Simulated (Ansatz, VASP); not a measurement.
# One calculation of ZnSe, two programs

```
Zn Se
1.0
     0.00000    2.86647    2.86647
     2.86647    0.00000    2.86647
     2.86647    2.86647    0.00000
Zn Se
1 1
Direct
  0.00000 0.00000 0.00000
  0.25000 0.25000 0.25000
```

Alike in both runs: functional PBE; k mesh 8 × 8 × 8; occupations gaussian, width 0.02 eV; no spin polarisation.

Ansatz relaxed the structure, and its values are those at the end. VASP's run is a single point on that final structure, the one shown.

|  | VASP | Ansatz |
| --- | --- | --- |
| version | VASP 6.6.1 | Ansatz 0.2.0 |
| potentials or method | VASP PAW PBE potentials, release 64 (Zn, Se), cutoff 500 eV | scalar-relativistic, plane waves, PAW |
| valence electrons in the cell | 18 | 28 |

Ansatz gave:

| Item | Value |
| --- | --- |
| gap on the k mesh at the Fermi level (eV) | 1.15 |
| least direct gap on the mesh (eV) | 1.15 |
| pressure (GPa) | 0.0 |

Problem. Estimate VASP's values.

Solution. gap on the k mesh at the Fermi level (eV): 1.15; least direct gap on the mesh (eV): 1.15; pressure (GPa): 0.2.

VASP's potentials hold 18 valence electrons a cell and Ansatz's 28, so a difference there can come from the potentials and not from the codes.
